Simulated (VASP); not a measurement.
# SrCl2 (fluorite type) (Fm-3m) in VASP: electric field gradients with PBE

Aim: the electric field gradients of SrCl2 (fluorite type) with PBE.

All numbers are computed with VASP 6.6.1; they aren't measurements. Logs are shortened: lines on timing, memory, paths and dates and some standing lists are left out, and cuts for length are marked.

## 1. The cell of the first run

Symmetry: Fm-3m, No. 225, cubic system. The conventional cell has a = 7.040 Å, b = 7.040 Å, c = 7.040 Å, α = 90.00°, β = 90.00°, γ = 90.00°. Sr (site symmetry m-3m) has 8 Cl at 3.05 Å within 4.0 Å. Within 4.0 Å of Cl (site symmetry -43m) lie 4 Sr at 3.05 Å and 6 Cl at 3.52 Å.

## 2. Electric field gradients, PBE

INCAR reads:

```
SYSTEM = SrCl2
ALGO     = Normal         ! electronic algorithm
EDIFF    = 1E-8           ! SCF threshold, eV
ENCUT    = 520            ! plane-wave cutoff, eV
GGA      = PE             ! functional
ISIF     = 2              ! what is computed and relaxed
ISMEAR   = -1             ! smearing method
LASPH    = .TRUE.         ! aspherical terms in the spheres
LCHARG   = .FALSE.        ! write CHGCAR
LEFG     = .TRUE.       
LREAL    = .FALSE.        ! projectors in reciprocal space
LWAVE    = .FALSE.        ! write WAVECAR
NBANDS   = 19             ! bands
NELM     = 60             ! most SCF steps
PREC     = Accurate       ! precision mode
SIGMA    = 0.08           ! smearing width, eV
```

KPOINTS reads:

```
k-points
0
G
  10 10 10
  0 0 0
```

POSCAR reads:

```
SrCl2
1.0
    0.0000000000      3.5202332848      3.5202332848
    3.5202332848      0.0000000000      3.5202332848
    3.5202332848      3.5202332848      0.0000000000
Sr Cl
1 2
Direct
    0.0000000000      0.0000000000      0.0000000000
    0.2500000000      0.2500000000      0.2500000000
    0.7500000000      0.7500000000      0.7500000000
```

Potentials or basis: VASP PAW PBE potentials, release 64 (Sr_sv, Cl).

Run with:

```bash
> cat potpaw_PBE.64/Sr_sv/POTCAR potpaw_PBE.64/Cl/POTCAR > POTCAR
> mpirun -np 1 vasp_std > vasp.out
```

OUTCAR:

```text
SYSTEM = SrCl2
   EDIFF = 1E-8
   ENCUT = 520
   GGA = PE
   ISIF = 2
   ISMEAR = -1
   LASPH = .TRUE.
   LREAL = .FALSE.
   NELM = 60
   PREC = Accurate

 ion  position               nearest neighbor table
   1  0.000  0.000  0.000-   2 3.05   3 3.05   3 3.05   3 3.05   3 3.05   2 3.05   2 3.05   2 3.05

   2  0.250  0.250  0.250-   1 3.05   1 3.05   1 3.05   1 3.05
   3  0.750  0.750  0.750-   1 3.05   1 3.05   1 3.05   1 3.05

  LATTYP: Found a face centered cubic cell.
 ALAT       =     7.0404665696

  Lattice vectors:

 A1 = (   0.0000000000,   3.5202332848,   3.5202332848)
 A2 = (   3.5202332848,   0.0000000000,   3.5202332848)
 A3 = (   3.5202332848,   3.5202332848,   0.0000000000)

Analysis of symmetry for initial positions (statically):
=====================================================================
 Subroutine PRICEL returns:
 Original cell was already a primitive cell.

 Routine SETGRP: Setting up the symmetry group for a
 face centered cubic supercell.

 Subroutine GETGRP returns: Found 48 space group operations
 (whereof 48 operations were pure point group operations)
 out of a pool of 48 trial point group operations.

The static configuration has the point symmetry O_h .

Analysis of symmetry for dynamics (positions and initial velocities):
=====================================================================
 Subroutine PRICEL returns:
 Original cell was already a primitive cell.

 Routine SETGRP: Setting up the symmetry group for a
 face centered cubic supercell.

 Subroutine GETGRP returns: Found 48 space group operations
 (whereof 48 operations were pure point group operations)
 out of a pool of 48 trial point group operations.

The dynamic configuration has the point symmetry O_h .

 Subroutine INISYM returns: Found 48 space group operations
 (whereof 48 operations are pure point group operations),
 and found     1 'primitive' translations

----------------------------------------------------------------------------------------

                                     Primitive cell

  volume of cell :      87.2458

  direct lattice vectors                    reciprocal lattice vectors
     0.000000000  3.520233285  3.520233285    -0.142036041  0.142036041  0.142036041
     3.520233285  0.000000000  3.520233285     0.142036041 -0.142036041  0.142036041
     3.520233285  3.520233285  0.000000000     0.142036041  0.142036041 -0.142036041

  length of vectors
     4.978361654  4.978361654  4.978361654     0.246013640  0.246013640  0.246013640

  position of ions in fractional coordinates (direct lattice)
     0.000000000  0.000000000  0.000000000
     0.250000000  0.250000000  0.250000000
     0.750000000  0.750000000  0.750000000

  ion indices of the primitive-cell ions
   primitive index   ion index
                 1           1
                 2           2
                 3           3

----------------------------------------------------------------------------------------

 KPOINTS: k-points

Automatic generation of k-mesh.
 Grid dimensions read from file:
 generate k-points for:   10   10   10

 Generating k-lattice:

  Cartesian coordinates                     Fractional coordinates (reciprocal lattice)
    -0.014203604  0.014203604  0.014203604     0.100000000  0.000000000  0.000000000
     0.014203604 -0.014203604  0.014203604     0.000000000  0.100000000  0.000000000
     0.014203604  0.014203604 -0.014203604     0.000000000  0.000000000  0.100000000

  Length of vectors
     0.024601364  0.024601364  0.024601364

  Shift w.r.t. Gamma in fractional coordinates (k-lattice)
     0.000000000  0.000000000  0.000000000

 Subroutine IBZKPT returns following result:
 ===========================================

 Found     47 irreducible k-points:

 Following reciprocal coordinates:
            Coordinates               Weight
  0.000000  0.000000  0.000000      1.000000
  0.100000  0.000000  0.000000      8.000000
  0.200000  0.000000  0.000000      8.000000
  0.300000  0.000000  0.000000      8.000000
  0.400000  0.000000  0.000000      8.000000
  0.500000  0.000000  0.000000      4.000000
[... 16 lines left out ...]
  0.300000  0.300000  0.000000      6.000000
  0.400000  0.300000  0.000000     24.000000
 [... further k-points ...]
   k-points           NKPTS =     47   k-points in BZ     NKDIM =     47   number of bands    NBANDS=     19
   number of dos      NEDOS =    301   number of ions     NIONS =      3
   total plane-waves  NPLWV =  64000
   dimension x,y,z NGX =    40 NGY =   40 NGZ =   40
   dimension x,y,z NGXF=    80 NGYF=   80 NGZF=   80
   ions per type =               1   2
   NGX,Y,Z   is equivalent  to a cutoff of  13.36, 13.36, 13.36 a.u.
   NGXF,Y,Z  is equivalent  to a cutoff of  26.71, 26.71, 26.71 a.u.
 SYSTEM =  SrCl2
   PREC   = accura    normal or accurate (medium, high low for compatibility)
   ISTART =      0    job   : 0-new  1-cont  2-samecut
   ICHARG =      2    charge: 1-file 2-atom 10-const
   ISPIN  =      1    spin polarized calculation?
   LNONCOLLINEAR =      F non collinear calculations
   LSORBIT =      F    spin-orbit coupling
   LASPH  =      T    aspherical Exc in radial PAW
   ENCUT  =  520.0 eV  38.22 Ry    6.18 a.u.   9.26  9.26  9.26*2*pi/ulx,y,z
   NELM   =     60;   NELMIN=  2; NELMDL= -5     # of ELM steps
   EDIFF  = 0.1E-07   stopping-criterion for ELM
   LREAL  =      F    real-space projection
   EDIFFG = 0.1E-06   stopping-criterion for IOM
   NSW    =      0    number of steps for IOM
   IBRION =     -1    ionic relax: 0-MD 1-quasi-New 2-CG
   NFREE  =      0    steps in history (QN), initial steepest desc. (CG)
   ISIF   =      2    stress and relaxation
   ISYM   =      2    0-nonsym 1-usesym 2-fastsym
   POTIM  = 0.5000    time-step for ionic-motion
   TEBEG  =    0.0;   TEEND  =   0.0 temperature during run
   PSTRESS=    0.0 pullay stress
   NELECT =      24.0000    total number of electrons
   NUPDOWN=      -1.0000    fix difference up-down
   EMIN   =  10.00;   EMAX   =-10.00  energy-range for DOS
   EFERMI =   0.00;   METHOD = LEGACY
   ISMEAR =    -1;   SIGMA  =   0.08  broadening in eV -4-tet -1-fermi 0-gaus
   EFERMI_NEDOS =   21; number of points for ismear=-14 and -15
   IALGO  =     38    algorithm
   IMIX   =      4    mixing-type and parameters
     AMIX     =   0.40;   BMIX     =  1.00
     AMIX_MAG =   1.60;   BMIX_MAG =  1.00
  volume/ion in A,a.u.               =      29.08       196.25
  Fermi-wavevector in a.u.,A,eV,Ry     =   1.064708  2.012006 15.423603  1.133603
  Thomas-Fermi vector in A             =   2.200235
   LORBIT       =      0    0 simple, 1 ext, 2 COOP (PROOUT), +10 PAW based schemes
   GGA     = PE    functional components
   LHFCALC =     F    Hartree Fock is set to
   AEXX    =    0.0000 exact exchange contribution
   IVDW    =     0    specifies the selected vdW correction
   LEPSILON=     F    determine dielectric tensor
   LRPA    =     F    only Hartree local field effects (RPA)
 non-spin polarized calculation
  energy-cutoff  :      520.00
  volume of cell :       87.25
 maximum number of plane-waves:      2397
 NGX is ok and might be reduce to    40
   NGX = 19   NGY = 19   NGZ = 19

 number of electron      23.9999999 magnetization

 Free energy of the ion-electron system (eV)
  ---------------------------------------------------
  ext. energy  EPLUGINS =         0.00000000
  ---------------------------------------------------
  free energy    TOTEN  =       -12.79138811 eV

  energy without entropy =      -12.79138811  energy(sigma->0) =      -12.79138811

 E-fermi :   1.7532     XC(G=0):  -8.1660

 val. band max:       -0.0235109208   @ k =   0.5000   0.5000   0.0000
 cond. band min:       5.2095080032   @ k =   0.0000   0.0000   0.0000
 fundamental gap:      5.2330189240
 Fermi energy:         1.7532060530

 k-point     1 :       0.0000    0.0000    0.0000
  band No.  band energies     occupation
      1     -33.0017      2.00000
      2     -14.9817      2.00000
      3     -14.9817      2.00000
      4     -14.9817      2.00000
      5     -13.2457      2.00000
      6     -12.4501      2.00000
[... 11 lines left out ...]
     18       8.9653      0.00000
     19       9.1276      0.00000

 k-point     2 :       0.1000    0.0000    0.0000
  band No.  band energies     occupation
      1     -33.0015      2.00000
      2     -15.0101      2.00000
      3     -14.9829      2.00000
      4     -14.9829      2.00000
      5     -13.1942      2.00000
      6     -12.4712      2.00000
[... 11 lines left out ...]
     18       8.7669      0.00000
     19       9.4114      0.00000

 k-point     3 :       0.2000    0.0000    0.0000
  band No.  band energies     occupation
      1     -33.0008      2.00000
      2     -15.0774      2.00000
      3     -14.9859      2.00000
      4     -14.9859      2.00000
      5     -13.0696      2.00000
      6     -12.5214      2.00000
[... 11 lines left out ...]
     18       8.5708      0.00000
     19       9.6010      0.00000

 k-point     4 :       0.3000    0.0000    0.0000
  band No.  band energies     occupation
      1     -33.0000      2.00000
      2     -15.1498      2.00000
      3     -14.9896      2.00000
      4     -14.9896      2.00000
      5     -12.9427      2.00000
      6     -12.5635      2.00000
[... 407 lines left out ...]
     18       8.5993      0.00000
     19       9.7344      0.00000

 k-point    23 :       0.3000    0.3000    0.0000
  band No.  band energies     occupation
      1     -32.9994      2.00000
      2     -15.1874      2.00000
      3     -15.0004      2.00000
      4     -15.0004      2.00000
      5     -12.7974      2.00000
      6     -12.6384      2.00000
[... 11 lines left out ...]
     18       7.9463      0.00000
     19       9.2300      0.00000

 k-point    24 :       0.4000    0.3000    0.0000
  band No.  band energies     occupation
      1     -32.9989      2.00000
      2     -15.2168      2.00000
      3     -15.0151      2.00000
      4     -15.0037      2.00000
      5     -12.7101      2.00000
      6     -12.6685      2.00000
[... 11 lines left out ...]
     18       8.1874      0.00000
     19       9.5017      0.00000

 [... further k-points ...]
[... 5 lines left out ...]
  --------------------------------------------------------------------------------------
  -------------------------------------------------------------------------------------
  Total        0.0466103      0.0466103      0.0466103      0.0000000      0.0000000      0.0000000
  in kB        0.8559495      0.8559495      0.8559495      0.0000000      0.0000000      0.0000000
  external PRESSURE =       0.8559495 kB  Pullay stress =       0.0000000 kB

 VOLUME and BASIS-vectors are now :
 -----------------------------------------------------------------------------
  energy-cutoff  :      520.00
  volume of cell :       87.25
      direct lattice vectors                 reciprocal lattice vectors
     0.000000000  3.520233285  3.520233285    -0.142036041  0.142036041  0.142036041
     3.520233285  0.000000000  3.520233285     0.142036041 -0.142036041  0.142036041
     3.520233285  3.520233285  0.000000000     0.142036041  0.142036041 -0.142036041

 POSITION                                       TOTAL-FORCE (eV/Angst)
 -----------------------------------------------------------------------------------
      0.00000      0.00000      0.00000        -0.000000     -0.000000     -0.000000
      1.76012      1.76012      1.76012        -0.000000      0.000000      0.000000
      5.28035      5.28035      5.28035         0.000000      0.000000      0.000000
 -----------------------------------------------------------------------------------
    total drift:                               -0.000000     -0.000000      0.000000

  FREE ENERGIE OF THE ION-ELECTRON SYSTEM (eV)
  ---------------------------------------------------
  free  energy   TOTEN  =       -12.7913881142 eV

  energy  without entropy=      -12.7913881141  energy(sigma->0) =      -12.79138811

 Electric field gradients (V/A^2)
---------------------------------------------------------------------
 ion       V_xx      V_yy      V_zz      V_xy      V_xz      V_yz
---------------------------------------------------------------------
   1      -0.000     0.000    -0.000    -0.000    -0.000    -0.000
   2      -0.000    -0.000     0.000    -0.000    -0.000    -0.000
   3      -0.000    -0.000     0.000    -0.000    -0.000    -0.000
---------------------------------------------------------------------

 Electric field gradients after diagonalization (V/A^2)
 (convention: |V_zz| > |V_xx| > |V_yy|)
----------------------------------------------------------------------
 ion       V_xx      V_yy      V_zz     asymmetry (V_yy - V_xx)/ V_zz
----------------------------------------------------------------------
   1       0.000     0.000    -0.000       0.000
   2       0.000     0.000    -0.000       0.000
   3       0.000     0.000    -0.000       0.000
----------------------------------------------------------------------

           NMR quadrupolar parameters

 Cq : quadrupolar parameter    Cq=e*Q*V_zz/h
 eta: asymmetry parameters     (V_yy - V_xx)/ V_zz
 Q  : nuclear electric quadrupole moment in mb (millibarn)
----------------------------------------------------------------------
 ion       Cq(MHz)       eta       Q (mb)
----------------------------------------------------------------------
   1      -0.000       0.000       1.000
   2      -0.000       0.000       1.000
   3      -0.000       0.000       1.000
----------------------------------------------------------------------
```

Run time: 69 s. Hardware: 1 thread of Intel Xeon Platinum 8375C at 2.90GHz (Ice Lake), shared host; peak memory 0.27 GiB.

Results:

```yaml
Free_energy: -12.7914 eV
Pressure: 0.1 GPa
Band_gap_on_the_k_mesh: 5.23 eV, indirect (least direct gap 5.52 eV)
```

Levels at points of the mesh, in eV from the valence-band top:
| k point | band 8 | band 9 | band 10 | band 11 | band 12 | band 13 | band 14 | band 15 | band 16 | band 17 |
| --- | --- | --- | --- | --- | --- | --- | --- | --- | --- | --- |
| (0.00, 0.00, 0.00) | -2.03 | -2.03 | -0.33 | -0.33 | -0.33 | 5.23 | 6.10 | 6.10 | 8.99 | 8.99 |
| (0.50, 0.00, 0.00) | -1.49 | -1.45 | -1.27 | -1.01 | -1.01 | 6.69 | 6.69 | 7.41 | 7.83 | 8.49 |
| (0.50, 0.50, 0.00) | -1.81 | -1.81 | -0.38 | -0.38 | 0.00 | 5.52 | 6.96 | 7.53 | 7.92 | 7.92 |

Caveat: without QUAD_EFG the Cq values of the log hold for a quadrupole moment of 1 mb, not for the nuclei.
